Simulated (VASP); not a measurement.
# Zr2B3 (P-1) in VASP: a series of runs

Zr2B3 is run at these levels: PBE; tasks: single point.

Everything below comes from runs of VASP 6.6.1. Logs are shortened: lines on timing, memory, paths and dates and some standing lists are left out, and cuts for length are marked.

### Step 1. The cell of the first run

The typed cell holds 10 atoms: a = 3.681 Å, b = 4.905 Å, c = 7.288 Å, α = 91.03°, β = 98.78°, γ = 109.06°.

### Step 2. Single point, PBE

Input file INCAR:

```
SYSTEM = Zr2B3
  ALGO = Normal
  EDIFF = 1E-6
  ENCUT = 520
  GGA = PE
  ISIF = 2
  ISMEAR = 0
  LASPH = .TRUE.
  LCHARG = .FALSE.
  LREAL = .FALSE.
  LWAVE = .FALSE.
  NBANDS = 44
  NELM = 60
  PREC = Accurate
  SIGMA = 0.1
```

Input file KPOINTS:

```
k-points
0
G
  6 4 4
  0 0 0
```

Input file POSCAR:

```
Zr2B3
1.0
    3.6807987259      0.0000000000      0.0000000000
   -1.6014765372      4.6363172566      0.0000000000
   -1.1126682552     -0.5226038361      7.1832035919
Zr B
4 6
Direct
    0.7869219880      0.6833065803      0.6494946439
    0.9087617273      0.7281666446      0.1172342099
    0.2130780120      0.3166934197      0.3505053561
    0.0912382727      0.2718333554      0.8827657901
    0.7177821770      0.1548155162      0.5316505652
    0.5879577466      0.1200099075      0.1042789259
    0.2822178230      0.8451844838      0.4683494348
    0.4120422534      0.8799900925      0.8957210741
    0.4299378988      0.0482664486      0.6859953303
    0.5700621012      0.9517335514      0.3140046697
```

Potentials or basis: VASP PAW PBE potentials, release 64 (Zr_sv, B).

Launch:

```sh
cat potpaw_PBE.64/Zr_sv/POTCAR potpaw_PBE.64/B/POTCAR > POTCAR
mpirun -np 1 vasp_std > vasp.out
```

OUTCAR:

```text
SYSTEM = Zr2B3
   EDIFF = 1E-6
   ENCUT = 520
   GGA = PE
   ISIF = 2
   ISMEAR = 0
   LASPH = .TRUE.
   LREAL = .FALSE.
   NELM = 60
   PREC = Accurate

 ion  position               nearest neighbor table
   1  0.787  0.683  0.649-   7 2.35   9 2.43   7 2.47   5 2.56   9 2.57   8 2.58   5 2.64   8 2.76
                             3 2.90  10 2.92   9 2.99   4 3.04   4 3.10   2 3.36   4 3.41   3 3.63
   2  0.909  0.728  0.117-  10 2.49  10 2.51   8 2.56   6 2.56   8 2.58   6 2.63   7 2.67   6 2.82
                             3 3.04   4 3.09   3 3.10   4 3.13   4 3.30   1 3.36   3 3.41
   3  0.213  0.317  0.351-   5 2.35  10 2.43   5 2.47   7 2.56  10 2.57   6 2.58   7 2.64   6 2.76
                             1 2.90   9 2.92  10 2.99   2 3.04   2 3.10   4 3.36   2 3.41   1 3.63
   4  0.091  0.272  0.883-   9 2.49   9 2.51   6 2.56   8 2.56   6 2.58   8 2.63   5 2.67   8 2.82
                             1 3.04   2 3.09   1 3.10   2 3.13   2 3.30   3 3.36   1 3.41
   5  0.718  0.155  0.532-   9 1.64  10 1.77   7 1.80   3 2.35   3 2.47   1 2.56   1 2.64   4 2.67

   6  0.588  0.120  0.104-  10 1.75   8 1.80   4 2.56   2 2.56   4 2.58   3 2.58   2 2.63   3 2.76
                             2 2.82
   7  0.282  0.845  0.468-  10 1.64   9 1.77   5 1.80   1 2.35   1 2.47   3 2.56   3 2.64   2 2.67

   8  0.412  0.880  0.896-   9 1.75   6 1.80   2 2.56   4 2.56   2 2.58   1 2.58   4 2.63   1 2.76
                             4 2.82
   9  0.430  0.048  0.686-   5 1.64   8 1.75   7 1.77   1 2.43   4 2.49   4 2.51   1 2.57   3 2.92
                             1 2.99
  10  0.570  0.952  0.314-   7 1.64   6 1.75   5 1.77   3 2.43   2 2.49   2 2.51   3 2.57   1 2.92
                             3 2.99

  LATTYP: Found a triclinic cell.
 ALAT       =    11.1213626811
 B/A-ratio  =     0.3309665219
 C/A-ratio  =     1.3315952795
 COS(alpha) =     0.0098597341
 COS(beta)  =     0.6227002205
 COS(gamma) =     0.7619808786

  Lattice vectors:

 A1 = (   8.4742657070,   0.5226038361,  -7.1832035919)
 A2 = (   3.6807987259,   0.0000000000,   0.0000000000)
 A3 = (   0.1460143217,  -3.5911095844, -14.3664071838)

Analysis of symmetry for initial positions (statically):
=====================================================================
 Subroutine PRICEL returns:
 Original cell was already a primitive cell.

 Routine SETGRP: Setting up the symmetry group for a
 triclinic supercell.

 Subroutine GETGRP returns: Found  2 space group operations
 (whereof  2 operations were pure point group operations)
 out of a pool of  2 trial point group operations.

The static configuration has the point symmetry S_2 .

Analysis of symmetry for dynamics (positions and initial velocities):
=====================================================================
 Subroutine PRICEL returns:
 Original cell was already a primitive cell.

 Routine SETGRP: Setting up the symmetry group for a
 triclinic supercell.

 Subroutine GETGRP returns: Found  2 space group operations
 (whereof  2 operations were pure point group operations)
 out of a pool of  2 trial point group operations.

The dynamic configuration has the point symmetry S_2 .

 Subroutine INISYM returns: Found  2 space group operations
 (whereof  2 operations are pure point group operations),
 and found     1 'primitive' translations

----------------------------------------------------------------------------------------

                                     Primitive cell

  volume of cell :     122.5839

  direct lattice vectors                    reciprocal lattice vectors
     3.680798726  0.000000000  0.000000000     0.271680164  0.093843752  0.048910350
    -1.601476537  4.636317257  0.000000000     0.000000000  0.215688432  0.015692107
    -1.112668255 -0.522603836  7.183203592     0.000000000  0.000000000  0.139213651

  length of vectors
     3.680798726  4.905116186  7.287630565     0.291563001  0.216258507  0.139213651

  position of ions in fractional coordinates (direct lattice)
     0.786921988  0.683306580  0.649494644
     0.908761727  0.728166645  0.117234210
     0.213078012  0.316693420  0.350505356
     0.091238273  0.271833355  0.882765790
     0.717782177  0.154815516  0.531650565
     0.587957747  0.120009907  0.104278926
     0.282217823  0.845184484  0.468349435
     0.412042253  0.879990093  0.895721074
     0.429937899  0.048266449  0.685995330
     0.570062101  0.951733551  0.314004670

  ion indices of the primitive-cell ions
   primitive index   ion index
                 1           1
                 2           2
                 3           3
                 4           4
                 5           5
                 6           6
                 7           7
                 8           8
                 9           9
                10          10

----------------------------------------------------------------------------------------

 KPOINTS: k-points

Automatic generation of k-mesh.
 Grid dimensions read from file:
 generate k-points for:    6    4    4

 Generating k-lattice:

  Cartesian coordinates                     Fractional coordinates (reciprocal lattice)
     0.045280027  0.015640625  0.008151725     0.166666667  0.000000000 -0.000000000
     0.000000000  0.053922108  0.003923027     0.000000000  0.250000000  0.000000000
     0.000000000  0.000000000  0.034803413     0.000000000  0.000000000  0.250000000

  Length of vectors
     0.048593833  0.054064627  0.034803413

  Shift w.r.t. Gamma in fractional coordinates (k-lattice)
     0.000000000  0.000000000  0.000000000

 Subroutine IBZKPT returns following result:
 ===========================================

 Found     52 irreducible k-points:

 Following reciprocal coordinates:
            Coordinates               Weight
  0.000000  0.000000  0.000000      1.000000
  0.166667 -0.000000  0.000000      2.000000
  0.333333  0.000000  0.000000      2.000000
  0.500000 -0.000000 -0.000000      1.000000
  0.000000  0.250000  0.000000      2.000000
  0.166667  0.250000  0.000000      2.000000
[... 16 lines left out ...]
  0.333333  0.250000  0.250000      2.000000
  0.500000  0.250000  0.250000      2.000000
 [... further k-points ...]
   k-points           NKPTS =     52   k-points in BZ     NKDIM =     52   number of bands    NBANDS=     44
   number of dos      NEDOS =    301   number of ions     NIONS =     10
   total plane-waves  NPLWV =  54432
   dimension x,y,z NGX =    28 NGY =   36 NGZ =   54
   dimension x,y,z NGXF=    56 NGYF=   72 NGZF=  108
   ions per type =               4   6
   NGX,Y,Z   is equivalent  to a cutoff of  12.65, 12.20, 12.32 a.u.
   NGXF,Y,Z  is equivalent  to a cutoff of  25.29, 24.40, 24.64 a.u.
 SYSTEM =  Zr2B3
   PREC   = accura    normal or accurate (medium, high low for compatibility)
   ISTART =      0    job   : 0-new  1-cont  2-samecut
   ICHARG =      2    charge: 1-file 2-atom 10-const
   ISPIN  =      1    spin polarized calculation?
   LNONCOLLINEAR =      F non collinear calculations
   LSORBIT =      F    spin-orbit coupling
   LASPH  =      T    aspherical Exc in radial PAW
   ENCUT  =  520.0 eV  38.22 Ry    6.18 a.u.   6.84  9.12 13.55*2*pi/ulx,y,z
   NELM   =     60;   NELMIN=  2; NELMDL= -5     # of ELM steps
   EDIFF  = 0.1E-05   stopping-criterion for ELM
   LREAL  =      F    real-space projection
   EDIFFG = 0.1E-04   stopping-criterion for IOM
   NSW    =      0    number of steps for IOM
   IBRION =     -1    ionic relax: 0-MD 1-quasi-New 2-CG
   NFREE  =      0    steps in history (QN), initial steepest desc. (CG)
   ISIF   =      2    stress and relaxation
   ISYM   =      2    0-nonsym 1-usesym 2-fastsym
   POTIM  = 0.5000    time-step for ionic-motion
   TEBEG  =    0.0;   TEEND  =   0.0 temperature during run
   PSTRESS=    0.0 pullay stress
   NELECT =      66.0000    total number of electrons
   NUPDOWN=      -1.0000    fix difference up-down
   EMIN   =  10.00;   EMAX   =-10.00  energy-range for DOS
   EFERMI =   0.00;   METHOD = LEGACY
   ISMEAR =     0;   SIGMA  =   0.10  broadening in eV -4-tet -1-fermi 0-gaus
   EFERMI_NEDOS =   21; number of points for ismear=-14 and -15
   IALGO  =     38    algorithm
   IMIX   =      4    mixing-type and parameters
     AMIX     =   0.40;   BMIX     =  1.00
     AMIX_MAG =   1.60;   BMIX_MAG =  1.00
  volume/ion in A,a.u.               =      12.26        82.72
  Fermi-wavevector in a.u.,A,eV,Ry     =   1.331818  2.516772 24.133201  1.773740
  Thomas-Fermi vector in A             =   2.460800
   LORBIT       =      0    0 simple, 1 ext, 2 COOP (PROOUT), +10 PAW based schemes
   GGA     = PE    functional components
   LHFCALC =     F    Hartree Fock is set to
   AEXX    =    0.0000 exact exchange contribution
   IVDW    =     0    specifies the selected vdW correction
   LEPSILON=     F    determine dielectric tensor
   LRPA    =     F    only Hartree local field effects (RPA)
 non-spin polarized calculation
 Gauss-broadening in eV      SIGMA  =   0.10
  energy-cutoff  :      520.00
  volume of cell :      122.58
 maximum number of plane-waves:      3320
   NGX = 13   NGY = 19   NGZ = 27

 number of electron      66.0000000 magnetization

 Free energy of the ion-electron system (eV)
  ---------------------------------------------------
  ext. energy  EPLUGINS =         0.00000000
  ---------------------------------------------------
  free energy    TOTEN  =       -79.77735138 eV

  energy without entropy =      -79.75372371  energy(sigma->0) =      -79.76553755

 E-fermi :   9.0231     XC(G=0): -11.8469

 val. band max:        8.9992757443   @ k =   0.1667   0.2500   0.5000
 cond. band min:       9.0311249508   @ k =   0.5000  -0.0000   0.2500
 fundamental gap:      0.0318492065
 Fermi energy:         9.0231115903

 k-point     1 :       0.0000    0.0000    0.0000
  band No.  band energies     occupation
      1     -39.3949      2.00000
      2     -39.3030      2.00000
      3     -39.2429      2.00000
      4     -39.1689      2.00000
      5     -17.8416      2.00000
      6     -17.6774      2.00000
[... 1117 lines left out ...]
     43      13.1777      0.00000
     44      13.8037      0.00000

 [... further k-points ...]

------------------------ aborting loop because EDIFF is reached ----------------------------------------

  FORCE on cell =-STRESS in cart. coord.  units (eV):
  Direction    XX          YY          ZZ          XY          YZ          ZX
  --------------------------------------------------------------------------------------
  -------------------------------------------------------------------------------------
  Total        0.7971127      0.2802669      0.7901235     -0.4925334     -0.4652244      0.8098381
  in kB       10.4183016      3.6631018     10.3269521     -6.4374354     -6.0805055     10.5846234
  external PRESSURE =       8.1361185 kB  Pullay stress =       0.0000000 kB

 VOLUME and BASIS-vectors are now :
 -----------------------------------------------------------------------------
  energy-cutoff  :      520.00
  volume of cell :      122.58
      direct lattice vectors                 reciprocal lattice vectors
     3.680798726  0.000000000  0.000000000     0.271680164  0.093843752  0.048910350
    -1.601476537  4.636317257  0.000000000     0.000000000  0.215688432  0.015692107
    -1.112668255 -0.522603836  7.183203592     0.000000000  0.000000000  0.139213651

 POSITION                                       TOTAL-FORCE (eV/Angst)
 -----------------------------------------------------------------------------------
      1.07953      2.82860      4.66545        -0.030059      0.017274     -0.021321
      2.04838      3.31474      0.84212        -0.005290      0.022698     -0.021678
     -0.11288      1.28512      2.51775         0.030059     -0.017274      0.021321
     -1.08173      0.79897      6.34109         0.005290     -0.022698      0.021678
      1.80253      0.43993      3.81895        -0.001249      0.047603     -0.012086
      1.85593      0.50191      0.74906        -0.005091      0.003962     -0.025396
     -0.83587      3.67378      3.36425         0.001249     -0.047603      0.012086
     -0.88928      3.61181      6.43415         0.005091     -0.003962      0.025396
      0.74193     -0.13473      4.92764         0.006804      0.007745      0.022000
      0.22472      4.24844      2.25556        -0.006804     -0.007745     -0.022000
 -----------------------------------------------------------------------------------
    total drift:                               -0.000000      0.000000      0.000000

  FREE ENERGIE OF THE ION-ELECTRON SYSTEM (eV)
  ---------------------------------------------------
  free  energy   TOTEN  =       -79.7773513814 eV

  energy  without entropy=      -79.7537237121  energy(sigma->0) =      -79.76553755
```

Wall time 8.5 min (1 thread of Intel Xeon 8259CL, shared host); peak memory 0.34 GiB.

Results:

```
Free energy            : -79.7774 eV
Pressure               : 0.8 GPa
Largest force          : 0.049 eV/Å
Band gap on the k mesh : zero (bands 33 and 34 overlap by 0.75 eV)
```

Forces in eV/Å, atoms in the order of the input:
```
Zr  -0.030  0.017 -0.021
Zr  -0.005  0.023 -0.022
Zr   0.030 -0.017  0.021
Zr   0.005 -0.023  0.022
B   -0.001  0.048 -0.012
B   -0.005  0.004 -0.025
B    0.001 -0.048  0.012
B    0.005 -0.004  0.025
B    0.007  0.008  0.022
B   -0.007 -0.008 -0.022
```

Stress tensor (GPa, compression positive):
```
 1.04 -0.64  1.06
-0.64  0.37 -0.61
 1.06 -0.61  1.03
```

### Step 3. Single point, PBE

This run uses another cell than the first one, of 12.32 Å³/atom.

Input file INCAR:

```
PREC = Accurate
ENCUT = 520
EDIFF = 1E-6
ISMEAR = 0
SIGMA = 0.1
LREAL = F
LASPH = T
NELM = 80
ALGO = Normal
ISIF = 2
LWAVE = F
LCHARG = F
GGA = PE
NBANDS = 44
```

Input file KPOINTS:

```
regular mesh
0
Gamma
  6 4 4
```

Input file POSCAR:

```
Zr2B3
1.0
    3.6960099629     -0.0115848098      0.0185794122
   -1.6226869588      4.6327651311     -0.0193690003
   -1.0793632812     -0.5356180061      7.1967082327
Zr B
4 6
Direct
    0.7852856076      0.6839552676      0.6492831912
    0.9085641168      0.7284297014      0.1173401128
    0.2147143924      0.3160447324      0.3507168088
    0.0914358832      0.2715702986      0.8826598872
    0.7172117770      0.1560178975      0.5311488635
    0.5878859862      0.1203546706      0.1042256149
    0.2827882230      0.8439821025      0.4688511365
    0.4121140138      0.8796453294      0.8957743851
    0.4310683225      0.0478726221      0.6865959793
    0.5689316775      0.9521273779      0.3134040207
```

Potentials or basis: VASP PAW PBE potentials, release 64 (Zr_sv, B).

Launch:

```sh
cat potpaw_PBE.64/Zr_sv/POTCAR potpaw_PBE.64/B/POTCAR > POTCAR
mpirun -np 1 vasp_std > vasp.out
```

It took 5.5 min on 1 thread of Intel Xeon 8259CL, shared host; peak memory 0.36 GiB.

Results (log left out):

| Property | Result |
| --- | --- |
| Free energy | -79.7885 eV |
| Pressure | 0.1 GPa |
| Largest force | 0.042 eV/Å |
| Band gap on the k mesh | zero (bands 33 and 34 overlap by 0.77 eV) |

Forces on the atoms (eV/Å):
```
Zr   0.025 -0.009  0.023
Zr   0.009 -0.003 -0.008
Zr  -0.025  0.009 -0.023
Zr  -0.009  0.003  0.008
B   -0.020  0.031 -0.021
B   -0.009  0.015 -0.033
B    0.020 -0.031  0.021
B    0.009 -0.015  0.033
B    0.021  0.004  0.035
B   -0.021 -0.004 -0.035
```

Stress tensor (GPa, compression positive):
```
 0.07  0.08  0.11
 0.08  0.08 -0.05
 0.11 -0.05  0.20
```

Levels at points of the mesh, in eV from the Fermi level:
| k point | band 29 | band 30 | band 31 | band 32 | band 33 | band 34 | band 35 | band 36 | band 37 | band 38 |
| --- | --- | --- | --- | --- | --- | --- | --- | --- | --- | --- |
| (0.00, 0.00, 0.00) | -1.67 | -1.36 | -1.15 | -0.72 | -0.34 | 0.86 | 1.10 | 1.31 | 2.66 | 3.03 |
| (0.50, 0.00, 0.00) | -2.00 | -1.65 | -1.18 | -0.48 | -0.17 | -0.04 | 2.46 | 2.58 | 2.69 | 2.94 |
| (0.00, 0.50, 0.00) | -2.05 | -1.19 | -0.81 | -0.55 | 0.13 | 0.98 | 1.07 | 1.41 | 1.67 | 1.79 |
| (0.50, 0.50, 0.00) | -1.49 | -1.39 | -0.58 | -0.36 | -0.17 | 0.30 | 1.20 | 1.90 | 2.51 | 2.61 |
| (0.00, 0.00, 0.50) | -1.86 | -1.31 | -1.14 | -1.12 | -0.41 | 0.17 | 1.09 | 1.32 | 2.23 | 3.02 |
| (0.50, 0.00, 0.50) | -2.10 | -1.71 | -1.35 | -0.87 | -0.71 | -0.02 | 2.75 | 2.83 | 2.84 | 2.99 |
| (0.00, 0.50, 0.50) | -1.90 | -1.31 | -0.75 | -0.51 | 0.46 | 0.92 | 1.01 | 1.14 | 1.37 | 1.52 |
| (0.50, 0.50, 0.50) | -2.31 | -1.83 | -0.66 | -0.49 | -0.11 | 0.31 | 1.65 | 2.17 | 2.24 | 2.82 |

The gap in the log of VASP goes by the Fermi energy; the results here count the filled bands.